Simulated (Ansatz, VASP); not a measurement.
## One calculation of Si3Au, two programs

```
CELL_PARAMETERS angstrom
0.00000 3.20399 3.20399
3.20399 0.00000 3.20399
3.20399 3.20399 0.00000
ATOMIC_POSITIONS crystal
Si 0.50000 0.50000 0.50000
Si 0.25000 0.25000 0.25000
Si 0.75000 0.75000 0.75000
Au 0.00000 0.00000 0.00000
```

Alike in both runs: functional r2SCAN; k mesh 5 × 5 × 5; occupations fermi-dirac, width 0.05 eV; non-collinear spin, spin-orbit coupling.

|  | VASP | Ansatz |
| --- | --- | --- |
| version | VASP 6.6.1 | Ansatz 0.2.0 |
| potentials or method | VASP PAW PBE potentials, release 64 (Si, Au) | Ansatz PAW |
| plane-wave cutoff (eV) | 520 | 500 |
| valence electrons in the cell | 23 | 31 |
| task | single point | band structure |

Ansatz gave:

| Item | Value |
| --- | --- |
| pressure (GPa) | -1.1 |

Q: What did VASP give for the same quantities?

A: Pressure (GPa): -1.0.

VASP's potentials were made for PBE, not for r2SCAN. VASP's potentials hold 23 valence electrons a cell and Ansatz's 31, so a difference there can come from the potentials and not from the codes.
